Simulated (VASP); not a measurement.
Set up this calculation in VASP 6.6.1, as the native input.

| Item | Value |
| --- | --- |
| Task | single point |
| Functional | r2SCAN |
| Potentials or basis | VASP PAW PBE potentials, release 64 (Lu) |
| Cutoff | 660 eV |
| k mesh | 13 × 13 × 13 |
| Occupations | fermi-dirac, width 0.1 eV |
| Spin | no spin polarisation |
| Dipole correction | no |
| Further INCAR settings | ALGO = Normal; EDIFF = 1e-06; NBANDS = 18 |

Lu:

```
Lu
1.0
     0.00000    2.50754    2.50754
     2.50754    0.00000    2.50754
     2.50754    2.50754    0.00000
Lu
1
Direct
  0.00000 0.00000 0.00000
```

This isn't the form of Lu at room conditions, which is hcp.

These files were run (other wordings do the same):

POSCAR

```
Lu
1.0
    0.0000000000      2.5075385528      2.5075385528
    2.5075385528      0.0000000000      2.5075385528
    2.5075385528      2.5075385528      0.0000000000
Lu
1
Direct
    0.0000000000      0.0000000000      0.0000000000
```

INCAR.step1

```
PREC = Accurate
ENCUT = 660
ISMEAR = -1
SIGMA = 0.1
LREAL = F
LASPH = T
NELM = 120
NBANDS = 18
GGA = PE
ALGO = Normal
EDIFF = 1E-5
LWAVE = T
LCHARG = F
GGA_COMPAT = F
```

INCAR.step2

```
PREC = Accurate
ENCUT = 660
EDIFF = 1E-6
ISMEAR = -1
SIGMA = 0.1
LREAL = F
LASPH = T
NELM = 120
ALGO = Normal
ISIF = 2
LWAVE = F
LCHARG = F
METAGGA = R2SCAN
LMIXTAU = T
NBANDS = 18
ISTART = 1
GGA_COMPAT = F
```

KPOINTS

```
regular mesh
0
Gamma
  13 13 13
```

Potentials or basis: VASP PAW PBE potentials, release 64 (Lu).

Launch:

```sh
$ cat potpaw_PBE.64/Lu/POTCAR > POTCAR
$ cp INCAR.step1 INCAR
$ mpirun -np 1 vasp_std > vasp.out
$ cp INCAR.step2 INCAR
$ mpirun -np 1 vasp_std > vasp.out
```

Results of the run:

```json
{
  "Pressure": "-2.6 GPa",
  "Band gap on the k mesh": "zero (an odd number of electrons rules out a gap without spin polarisation)"
}
```

Caveat: the PAW data sets were made with another functional, which shifts forces and pressure a little; spin-orbit coupling is left out, which moves the levels of the heavy elements.

It took 2.2 min on 1 thread of Intel(R) Xeon(R) Platinum 8559C (Emerald Rapids) (shared host), peak memory 0.23 GiB.
